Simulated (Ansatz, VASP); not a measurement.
ZnS: VASP beside Ansatz

```
Zn S
1.0
     3.84672    0.00000    0.00000
    -1.92336    3.33136    0.00000
     0.00000    0.00000   12.59023
Zn S
4 4
Direct
  0.00000 0.00000 0.99409
  0.00000 0.00000 0.49409
  0.33333 0.66667 0.25597
  0.66667 0.33333 0.75597
  0.00000 0.00000 0.18591
  0.00000 0.00000 0.68591
  0.33333 0.66667 0.43904
  0.66667 0.33333 0.93904
```

Change from the starting cell: mode 12 (188.4 1/cm) frozen in, largest displacement -0.075 Å.

Alike in both runs: task single point; functional PBE; k mesh 12 × 12 × 2; occupations gaussian, width 0.05 eV; no spin polarisation.

|  | VASP | Ansatz |
| --- | --- | --- |
| version | VASP 6.6.1 | Ansatz 0.2.0 |
| potentials or method | VASP PAW PBE potentials, release 64 (Zn, S), cutoff 520 eV | scalar-relativistic, plane waves, PAW |
| valence electrons in the cell | 72 | 72 |

|  | VASP | Ansatz | Ansatz less VASP |
| --- | --- | --- | --- |
| gap on the k mesh at the Fermi level (eV) | 1.96 | 1.96 | -0.002 |
| least direct gap on the mesh (eV) | 1.96 | 1.96 | -0.002 |
| pressure (GPa) | 0.3 | 0.1 | -0.15 |
| rms of the force components (eV/Å) | 0.266 | 0.264 | -0.0020 |

Atom by atom the forces differ by 0.002 eV/Å (rms over components).
